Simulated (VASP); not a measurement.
# SnN2F2 in VASP: notebook, part 2 of 2

VASP 6.6.1. Earlier steps stand in the parts before.

### 3 Single point, PBE (atoms moved at random)

INCAR reads:

```
ALGO = Normal
EDIFF = 1E-7
ENCUT = 520
GGA = PE
ISIF = 2
ISMEAR = -1
LASPH = T
LCHARG = F
LREAL = F
LWAVE = F
NBANDS = 27
NELM = 60
PREC = Accurate
SIGMA = 0.05
```

KPOINTS reads:

```
k-points
0
Gamma
  6 6 8
```

POSCAR reads:

```
SnN2F2
1.0
    4.3970390000     -2.6470130000      0.0000000000
    4.3970390000      2.6470130000      0.0000000000
   -1.2529480000      0.0000000000      3.5211200000
Sn F N
1 2 2
Direct
    0.0076750000      0.0007680000      0.0105850000
    0.1681750000      0.1614070000      0.6263430000
    0.8193100000      0.8369030000      0.3710340000
    0.4623190000      0.4632190000      0.0871130000
    0.5285950000      0.5418030000      0.9084170000
```

Potentials or basis: VASP PAW PBE potentials, release 64 (Sn_d, F, N).

Started as:

```bash
> cat potpaw_PBE.64/Sn_d/POTCAR potpaw_PBE.64/F/POTCAR potpaw_PBE.64/N/POTCAR > POTCAR
> mpirun -np 1 vasp_std > vasp.out
```

OUTCAR:

```text
EDIFF = 1E-7
   ENCUT = 520
   GGA = PE
   ISIF = 2
   ISMEAR = -1
   LASPH = T
   LREAL = F
   NELM = 60
   PREC = Accurate

 ion  position               nearest neighbor table
   1  0.008  0.001  0.011-   2 2.26   2 2.33   3 2.37   3 2.37   5 2.65   4 2.68   4 2.72   5 2.75

   2  0.168  0.161  0.626-   1 2.26   1 2.33
   3  0.819  0.837  0.371-   1 2.37   1 2.37
   4  0.462  0.463  0.087-   5 1.07   1 2.68   1 2.72
   5  0.529  0.542  0.908-   4 1.07   1 2.65   1 2.75

  LATTYP: Found a base centered monoclinic cell.
 ALAT       =     8.7940780000
 B/A-ratio  =     0.6019989816
 C/A-ratio  =     0.4249906358
 COS(beta)  =    -0.3352458210

  Lattice vectors:

 A1 = (   4.3970390000,  -2.6470130000,   0.0000000000)
 A2 = (   4.3970390000,   2.6470130000,   0.0000000000)
 A3 = (  -1.2529480000,   0.0000000000,   3.5211200000)

Analysis of symmetry for initial positions (statically):
=====================================================================
 Subroutine PRICEL returns:
 Original cell was already a primitive cell.

 Routine SETGRP: Setting up the symmetry group for a
 base centered monoclinic supercell.

 Subroutine GETGRP returns: Found  1 space group operations
 (whereof  1 operations were pure point group operations)
 out of a pool of  4 trial point group operations.

The static configuration has the point symmetry C_1 .

Analysis of symmetry for dynamics (positions and initial velocities):
=====================================================================
 Subroutine PRICEL returns:
 Original cell was already a primitive cell.

 Routine SETGRP: Setting up the symmetry group for a
 base centered monoclinic supercell.

 Subroutine GETGRP returns: Found  1 space group operations
[... 125 lines left out ...]
   EFERMI_NEDOS =   21; number of points for ismear=-14 and -15
   IALGO  =     38    algorithm
   IMIX   =      4    mixing-type and parameters
     AMIX     =   0.40;   BMIX     =  1.00
     AMIX_MAG =   1.60;   BMIX_MAG =  1.00
  volume/ion in A,a.u.               =      16.39       110.63
  Fermi-wavevector in a.u.,A,eV,Ry     =   1.267050  2.394377 21.842994  1.605415
  Thomas-Fermi vector in A             =   2.400218
   LORBIT       =      0    0 simple, 1 ext, 2 COOP (PROOUT), +10 PAW based schemes
   GGA     = PE    functional components
   LHFCALC =     F    Hartree Fock is set to
   AEXX    =    0.0000 exact exchange contribution
   IVDW    =     0    specifies the selected vdW correction
   LEPSILON=     F    determine dielectric tensor
   LRPA    =     F    only Hartree local field effects (RPA)
 non-spin polarized calculation
  energy-cutoff  :      520.00
  volume of cell :       81.96
 maximum number of plane-waves:      2228
 NGX is ok and might be reduce to    40
   NGX = 19   NGY = 19   NGZ = 13

 number of electron      38.0000007 magnetization

 Free energy of the ion-electron system (eV)
  ---------------------------------------------------
  ext. energy  EPLUGINS =         0.00000000
  ---------------------------------------------------
  free energy    TOTEN  =       -28.46689524 eV

  energy without entropy =      -28.46689511  energy(sigma->0) =      -28.46689518

 E-fermi :   2.8677     XC(G=0):  -8.7637

 val. band max:        2.2102486561   @ k =   0.5000   0.0000   0.5000
 cond. band min:       3.5273681620   @ k =   0.5000   0.0000   0.5000
 fundamental gap:      1.3171195059
 Fermi energy:         2.8676852677

 k-point     1 :       0.0000    0.0000    0.0000
  band No.  band energies     occupation
      1     -22.9470      2.00000
      2     -20.2504      2.00000
      3     -19.5515      2.00000
      4     -18.8439      2.00000
      5     -18.7770      2.00000
      6     -18.7563      2.00000
[... 709 lines left out ...]
     26      12.8686      0.00000
     27      13.3565      0.00000

 [... further k-points ...]

------------------------ aborting loop because EDIFF is reached ----------------------------------------

  FORCE on cell =-STRESS in cart. coord.  units (eV):
  Direction    XX          YY          ZZ          XY          YZ          ZX
  --------------------------------------------------------------------------------------
  -------------------------------------------------------------------------------------
  Total        7.2720822      8.5773233      4.6896237      0.3540774     -0.2346024     -4.3973284
  in kB      142.1484555    167.6621946     91.6687613      6.9212019     -4.5858075    -85.9552221
  external PRESSURE =     133.8264705 kB  Pullay stress =       0.0000000 kB

 VOLUME and BASIS-vectors are now :
 -----------------------------------------------------------------------------
  energy-cutoff  :      520.00
  volume of cell :       81.96
      direct lattice vectors                 reciprocal lattice vectors
     4.397039000 -2.647013000  0.000000000     0.113712887 -0.188892159  0.040463357
     4.397039000  2.647013000  0.000000000     0.113712887  0.188892159  0.040463357
    -1.252948000  0.000000000  3.521120000     0.000000000  0.000000000  0.284000545

 POSITION                                       TOTAL-FORCE (eV/Angst)
 -----------------------------------------------------------------------------------
      0.02386     -0.01828      0.03727        -0.297991      0.326863     -0.051121
      0.66441     -0.01791      2.20543         0.207586      0.019374      0.155118
      6.81755      0.04657      1.30646         0.145931     -0.048774     -0.053363
      3.96048      0.00238      0.30674        -7.287491     -0.472039      5.414508
      3.56838      0.03496      3.19865         7.231965      0.174575     -5.465141
 -----------------------------------------------------------------------------------
    total drift:                               -0.000415     -0.000128      0.001092

  FREE ENERGIE OF THE ION-ELECTRON SYSTEM (eV)
  ---------------------------------------------------
  free  energy   TOTEN  =       -28.4668952406 eV

  energy  without entropy=      -28.4668951145  energy(sigma->0) =      -28.46689518
```

stdout:

```text
POSCAR found type information on POSCAR SnF N
 POSCAR found :  3 types and       5 ions
 scaLAPACK will be used
 LDA part: xc-table for (Slater+PW92), standard interpolation
 POSCAR, INCAR and KPOINTS ok, starting setup
 FFT: planning ... GRIDC
 FFT: planning ... GRID_SOFT
 FFT: planning ... GRID
 WAVECAR not read
 entering main loop
```

Wall time 4.1 min (1 thread of Intel Xeon Platinum 8259CL at 2.50GHz (Skylake/Cascade Lake), shared host); peak memory 0.41 GiB.

Results:

```yaml
Free_energy: -28.4669 eV
Pressure: 13.4 GPa
Largest_force: 9.091 eV/Å
Band_gap_on_the_k_mesh: 1.32 eV
```

Forces in eV/Å, atoms in the order of the input:
```
Sn  -0.298  0.327 -0.051
F    0.208  0.019  0.155
F    0.146 -0.049 -0.053
N   -7.287 -0.472  5.415
N    7.232  0.175 -5.465
```

Levels at points of the mesh, in eV from the valence-band top:
| k point | band 16 | band 17 | band 18 | band 19 | band 20 | band 21 | band 22 | band 23 |
| --- | --- | --- | --- | --- | --- | --- | --- | --- |
| (0.00, 0.00, 0.00) | -3.45 | -3.08 | -2.92 | -1.99 | 2.27 | 2.52 | 3.91 | 4.40 |
| (0.50, 0.00, 0.00) | -3.37 | -3.12 | -3.00 | -1.34 | 1.60 | 2.43 | 2.98 | 3.89 |
| (0.00, 0.50, 0.00) | -3.38 | -3.08 | -3.03 | -1.37 | 1.58 | 2.41 | 2.97 | 3.90 |
| (0.50, 0.50, 0.00) | -3.34 | -3.00 | -2.81 | -1.71 | 2.33 | 2.45 | 2.77 | 4.47 |
| (0.00, 0.00, 0.50) | -3.44 | -3.06 | -2.89 | -0.50 | 1.85 | 3.26 | 4.46 | 4.67 |
| (0.50, 0.00, 0.50) | -3.37 | -2.96 | -2.76 | 0.00 | 1.32 | 2.81 | 3.34 | 5.03 |
| (0.00, 0.50, 0.50) | -3.37 | -2.95 | -2.76 | 0.00 | 1.32 | 2.75 | 3.34 | 5.01 |
| (0.50, 0.50, 0.50) | -3.54 | -2.91 | -2.89 | -0.39 | 1.86 | 3.44 | 4.29 | 5.02 |

Caveat: the cell differs from its parent crystal (atoms moved at random); the standard files for N, O and F lose accuracy on very short bonds; the stress differs along the axes, from 9 to 17 GPa; spin-orbit coupling is left out, which moves the levels of the heavy elements; forces of over 1 eV/Å act on the atoms, so gaps and moduli don't describe the material at rest.
